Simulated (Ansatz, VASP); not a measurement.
Two plane-wave programs on Si2Sn5

```
CELL_PARAMETERS angstrom
5.27716 0.00000 0.00000
0.00000 5.27716 0.00000
0.00000 0.00000 8.41306
ATOMIC_POSITIONS crystal
Si 0.00000 0.00000 0.00000
Si 0.50000 0.50000 0.00000
Sn 0.00000 0.50000 0.00000
Sn 0.50000 0.00000 0.00000
Sn 0.00000 0.00000 0.50000
Sn 0.50000 0.50000 0.32290
Sn 0.50000 0.50000 0.67710
```

Alike in both runs: functional PBE; k mesh 4 × 4 × 2; occupations gaussian, width 0.2 eV; no spin polarisation.

Ansatz relaxed the structure, and its values are those at the end. VASP's run is a single point on that final structure, the one shown.

|  | VASP | Ansatz |
| --- | --- | --- |
| version | VASP 6.6.1 | Ansatz 0.2.0 |
| potentials or method | VASP PAW PBE potentials, release 64 (Si, Sn_d), cutoff 500 eV | scalar-relativistic, plane waves, PAW |
| valence electrons in the cell | 78 | 78 |

```tsv
	VASP	Ansatz	Ansatz less VASP
gap on the k mesh at the Fermi level (eV)	none	none	-
pressure (GPa)	0.0	0.1	+0.05
```

A gap of «none» marks a metal or a gap that the smearing closes.

The k mesh is coarse, so the values compare programs but aren't converged.
